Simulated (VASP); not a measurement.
# GaN (F-43m) in VASP: a series of runs, part 3 of 3

VASP 6.6.1. The steps go on from the part before.

## Step 5: Single point, PBE-based screened hybrid with 25 % exact exchange

This run uses another cell than the first one, of 11.44 Å³/atom.

File POSCAR:

```
GaN
1.0
    0.0000000000      2.2535006075      2.2535006075
    2.2535006075      0.0000000000      2.2535006075
    2.2535006075      2.2535006075      0.0000000000
Ga N
1 1
Direct
    0.0000000000      0.0000000000      0.0000000000
    0.2500000000      0.2500000000      0.2500000000
```

File INCAR.step1:

```
SYSTEM = GaN
ALGO = Normal ; EDIFF = 1E-5
ENCUT = 520 ; GGA = PE
ISIF = 2 ; ISMEAR = -1
LASPH = .True. ; LREAL = .False.
LWAVE = .True. ; NBANDS = 16
NELM = 80 ; PREC = Accurate
SIGMA = 0.05
```

File INCAR.step2:

```
SYSTEM = GaN
AEXX = 0.25 ; ALGO = Normal
EDIFF = 1E-6 ; ENCUT = 520
GGA = PE ; HFSCREEN = 0.4
ISIF = 2 ; ISMEAR = -1
ISTART = 1 ; LASPH = .True.
LCHARG = .True. ; LELF = .True.
LHFCALC = .True. ; LREAL = .False.
LVHAR = .True. ; LWAVE = .False.
NBANDS = 16 ; NELM = 80
PREC = Accurate ; PRECFOCK = Normal
SIGMA = 0.05
```

File KPOINTS:

```
k-points
0
Gamma
  5 5 5
  0 0 0
```

Potentials or basis: VASP PAW PBE potentials, release 64 (Ga_d, N).

On the command line:

```bash
$ cat potpaw_PBE.64/Ga_d/POTCAR potpaw_PBE.64/N/POTCAR > POTCAR
$ cp INCAR.step1 INCAR
$ mpirun -np 1 vasp_std > vasp.out
$ cp INCAR.step2 INCAR
$ mpirun -np 1 vasp_std > vasp.out
```

OUTCAR:

```text
SYSTEM = GaN
   AEXX = 0.25
   EDIFF = 1E-6
   ENCUT = 520
   GGA = PE
   HFSCREEN = 0.4
   ISIF = 2
   ISMEAR = -1
   ISTART = 1
   LASPH = .True.
   LHFCALC = .True.
   LREAL = .False.
   NELM = 80
   PREC = Accurate
   PRECFOCK = Normal

 ion  position               nearest neighbor table
   1  0.000  0.000  0.000-   2 1.95   2 1.95   2 1.95   2 1.95
   2  0.250  0.250  0.250-   1 1.95   1 1.95   1 1.95   1 1.95

  LATTYP: Found a face centered cubic cell.
 ALAT       =     4.5070012150

  Lattice vectors:

 A1 = (   0.0000000000,   2.2535006075,   2.2535006075)
 A2 = (   2.2535006075,   0.0000000000,   2.2535006075)
 A3 = (   2.2535006075,   2.2535006075,   0.0000000000)

Analysis of symmetry for initial positions (statically):
=====================================================================
 Subroutine PRICEL returns:
 Original cell was already a primitive cell.

 Routine SETGRP: Setting up the symmetry group for a
 face centered cubic supercell.

[... 154 lines left out ...]
  free energy    TOTEN  =       -14.02561418 eV

  energy without entropy =      -14.02561418  energy(sigma->0) =      -14.02561418

 E-fermi :   5.7168     XC(G=0):  -9.8527

 val. band max:        4.7133318783   @ k =   0.0000   0.0000   0.0000
 cond. band min:       7.2927315403   @ k =   0.0000   0.0000   0.0000
 fundamental gap:      2.5793996620
 Fermi energy:         5.7168332053

 k-point     1 :       0.0000    0.0000    0.0000
  band No.  band energies     occupation
      1     -12.5459      2.00000
      2     -10.7238      2.00000
      3     -10.7238      2.00000
      4     -10.7238      2.00000
      5     -10.4100      2.00000
      6     -10.4100      2.00000
[... 167 lines left out ...]
      3     -10.5502      2.00000
      4     -10.4425      2.00000
      5     -10.3842      2.00000
      6      -8.2582      2.00000
[... 8 lines left out ...]
     15      25.3886      0.00000
     16      29.4091      0.00000

------------------------ aborting loop because EDIFF is reached ----------------------------------------

  FORCE on cell =-STRESS in cart. coord.  units (eV):
  Direction    XX          YY          ZZ          XY          YZ          ZX
  --------------------------------------------------------------------------------------
  -------------------------------------------------------------------------------------
  Total       -0.0382898     -0.0382898     -0.0382898      0.0000000     -0.0000000      0.0000000
  in kB       -2.6803446     -2.6803446     -2.6803446      0.0000000     -0.0000000      0.0000000
  external PRESSURE =      -2.6803446 kB  Pullay stress =       0.0000000 kB

 VOLUME and BASIS-vectors are now :
 -----------------------------------------------------------------------------
  energy-cutoff  :      520.00
  volume of cell :       22.89
      direct lattice vectors                 reciprocal lattice vectors
     0.000000000  2.253500607  2.253500607    -0.221877020  0.221877020  0.221877020
     2.253500607  0.000000000  2.253500607     0.221877020 -0.221877020  0.221877020
     2.253500607  2.253500607  0.000000000     0.221877020  0.221877020 -0.221877020

 POSITION                                       TOTAL-FORCE (eV/Angst)
 -----------------------------------------------------------------------------------
      0.00000      0.00000      0.00000         0.000000      0.000000      0.000000
      1.12675      1.12675      1.12675        -0.000000     -0.000000     -0.000000
 -----------------------------------------------------------------------------------
    total drift:                               -0.000021     -0.000018     -0.000013

  FREE ENERGIE OF THE ION-ELECTRON SYSTEM (eV)
  ---------------------------------------------------
  free  energy   TOTEN  =       -14.0256141804 eV

  energy  without entropy=      -14.0256141803  energy(sigma->0) =      -14.02561418
```

Wall time 13 min (1 thread of Intel Xeon 8259CL, shared host); peak memory 0.25 GiB.

What came out:

- Free energy: -14.0256 eV
- Pressure: -0.3 GPa
- Band gap on the k mesh: 2.58 eV

Levels at points of the mesh, in eV from the valence-band top:
| k point | band 7 | band 8 | band 9 | band 10 | band 11 | band 12 |
| --- | --- | --- | --- | --- | --- | --- |
| (0.00, 0.00, 0.00) | 0.00 | 0.00 | 0.00 | 2.58 | 11.42 | 11.42 |

Caveat: the k points lie up to 0.48 Å⁻¹ apart; the PAW data sets were made with another functional, which shifts forces and pressure a little.

## Step 6: Single point, PBE-based screened hybrid with 25 % exact exchange

This run uses another cell than the first one, of 11.44 Å³/atom.

POSCAR is that of step 5.

File INCAR.step1:

```
SYSTEM = GaN
PREC     = Accurate       ! precision mode
ENCUT    = 520            ! plane-wave cutoff, eV
EDIFF    = 1E-5           ! SCF threshold, eV
ISMEAR   = -1             ! smearing method
SIGMA    = 0.05           ! smearing width, eV
LREAL    = .False.        ! projectors in reciprocal space
LASPH    = .True.         ! aspherical terms in the spheres
NELM     = 60             ! most SCF steps
ALGO     = Normal         ! electronic algorithm
ISIF     = 2              ! what is computed and relaxed
LWAVE    = .True.         ! write WAVECAR
LCHARG   = .False.        ! write CHGCAR
NBANDS   = 16             ! bands
GGA      = PE             ! functional
```

File INCAR.step2:

```
SYSTEM = GaN
PREC     = Accurate       ! precision mode
ENCUT    = 520            ! plane-wave cutoff, eV
EDIFF    = 1E-6           ! SCF threshold, eV
ISMEAR   = -1             ! smearing method
SIGMA    = 0.05           ! smearing width, eV
LREAL    = .False.        ! projectors in reciprocal space
LASPH    = .True.         ! aspherical terms in the spheres
NELM     = 60             ! most SCF steps
ALGO     = Normal         ! electronic algorithm
ISIF     = 2              ! what is computed and relaxed
LWAVE    = .False.        ! write WAVECAR
LCHARG   = .False.        ! write CHGCAR
GGA      = PE             ! functional
LHFCALC  = .True.         ! exact exchange
AEXX     = 0.25           ! exact-exchange fraction
HFSCREEN = 0.6            ! screening, 1/A
PRECFOCK = Normal       
NBANDS   = 16             ! bands
ISTART   = 1
```

File KPOINTS:

```
Automatic mesh
0
Gamma
  5 5 5
  0 0 0
```

Potentials or basis: VASP PAW PBE potentials, release 64 (Ga_d, N).

On the command line:

```bash
$ cat potpaw_PBE.64/Ga_d/POTCAR potpaw_PBE.64/N/POTCAR > POTCAR
$ cp INCAR.step1 INCAR
$ mpirun -np 1 vasp_std > vasp.out
$ cp INCAR.step2 INCAR
$ mpirun -np 1 vasp_std > vasp.out
```

Wall time 14 min (1 thread of Intel Xeon 8259CL, shared host); peak memory 0.25 GiB.

The run converged. Its results:

```
Free energy            : -13.4786 eV
Pressure               : 1.0 GPa
Band gap on the k mesh : 2.29 eV
```

Levels at points of the mesh, in eV from the valence-band top:
| k point | band 7 | band 8 | band 9 | band 10 | band 11 | band 12 |
| --- | --- | --- | --- | --- | --- | --- |
| (0.00, 0.00, 0.00) | 0.00 | 0.00 | 0.00 | 2.29 | 11.09 | 11.09 |

Caveat: the k points lie up to 0.48 Å⁻¹ apart; the PAW data sets were made with another functional, which shifts forces and pressure a little.

## Step 7: The runs side by side

| task | level | cell | k mesh | cutoff (eV) | grid for exact exchange (PRECFOCK) | share of exact exchange | screening parameter | gap on the mesh (eV) | pressure (GPa) |
| --- | --- | --- | --- | --- | --- | --- | --- | --- | --- |
| single point | r2SCAN+D4 | a = 3.249 Å, angles 60.0°, 2 atoms | 10 × 10 × 10 | 520 | - | - | - | 1.73 | -11.8 |
| relaxation of cell and atoms | PBEsol+D3(BJ) | relaxed from a = 3.187 Å, angles 60.0°, 2 atoms | 10 × 10 × 10 | 600 | - | - | - | 1.85 | 0.1 |
| relaxation of cell and atoms | r2SCAN | relaxed from a = 3.187 Å, angles 60.0°, 2 atoms | 10 × 10 × 10 | 600 | - | - | - | 2.12 | 0.0 |
| single point | PBE-based screened hybrid with 25 % exact exchange | a = 3.187 Å, angles 60.0°, 2 atoms | 5 × 5 × 5 | 520 | Normal | 0.25 | 0.4 1/Å | 2.58 | -0.3 |
| single point | PBE-based screened hybrid with 25 % exact exchange | a = 3.187 Å, angles 60.0°, 2 atoms | 5 × 5 × 5 | 520 | Normal | 0.25 | 0.6 1/Å | 2.29 | 1.0 |

Alike in all rows: potentials or basis VASP PAW PBE potentials, release 64 (Ga_d, N); no spin polarisation; smearing fermi-dirac 0.05 eV.

Caveats: some runs use coarse meshes; the PAW data sets were made with another functional, which shifts forces and pressure a little; the cell stands under tension (at least some runs); the relaxation stopped at its first step, so nothing moved (at least some runs).

Absolute energies hang on the potentials; compare differences alone.
